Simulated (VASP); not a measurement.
A run of VASP 6.6.1 is set up as follows.

File INCAR:

```
SYSTEM = Au
PREC = Accurate ; ENCUT = 520
EDIFF = 1E-6 ; ISMEAR = 0
SIGMA = 0.1 ; LREAL = .False.
LASPH = .True. ; NELM = 100
ALGO = Normal ; ISIF = 2
LWAVE = .False. ; LCHARG = .True.
GGA = PE ; LELF = .True.
LVHAR = .True. ; NBANDS = 18
```

File KPOINTS:

```
Automatic mesh
0
Gamma
  6 6 6
  0 0 0
```

POSCAR

```
Au
1.0
    0.0000000000      2.7470280705      2.7470280705
    2.7470280705      0.0000000000      2.7470280705
    2.7470280705      2.7470280705      0.0000000000
Au
2
Direct
    0.5000000000      0.5000000000      0.5000000000
    0.7500000000      0.7500000000      0.7500000000
```

Potentials or basis: VASP PAW PBE potentials, release 64 (Au).

The run is started by

```sh
$ cat potpaw_PBE.64/Au/POTCAR > POTCAR
$ mpirun -np 1 vasp_std > vasp.out
```

(1) Predict the pressure.

(2) Estimate the band gap on the k mesh.

## Answers

(1) 48.0 GPa.

(2) zero (bands 11 and 12 overlap by 0.66 eV).

Caveat: the cell stands under pressure; spin-orbit coupling is left out, which moves the levels of the heavy elements.
